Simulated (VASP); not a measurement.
**AlSn: single point with PBEsol**

The system is AlSn.

```
CELL_PARAMETERS angstrom
4.15674 0.00000 0.00000
-2.07837 3.59985 0.00000
0.00000 0.00000 3.37298
ATOMIC_POSITIONS crystal
Sn 0.33333 0.66667 0.50000
Al 0.00000 0.00000 0.00000
```

```
Program             : VASP 6.6.1
Task                : single point
Functional          : PBEsol
Potentials or basis : VASP PAW PBE potentials, release 64 (Sn_d, Al)
Cutoff              : 500 eV
k mesh              : 7 × 7 × 8
Occupations         : fermi-dirac, width 0.05 eV
Spin                : no spin polarisation
```

The pressure is -2.1 GPa.

Stress tensor (GPa, compression positive):
```
-1.12  0.00  0.00
 0.00 -1.12  0.00
 0.00  0.00 -4.10
```

Levels at points of the mesh, in eV from the Fermi level:
```csv
k point,band 4,band 5,band 6,band 7,band 8,band 9,band 10,band 11,band 12,band 13
"(0.00, 0.00, 0.00)",-21.13,-21.13,-10.42,0.01,0.01,0.98,2.12,3.32,3.32,4.83
"(0.00, 0.00, 0.50)",-21.13,-21.08,-7.57,-6.28,2.79,2.79,3.69,3.69,3.99,4.38
```

Run time: 24 s on 1 thread of Intel Xeon 6975P-C (shared host), peak memory 0.18 GiB.

Caveat: the PAW data sets were made with another functional, which shifts forces and pressure a little; spin-orbit coupling is left out, which moves the levels of the heavy elements.
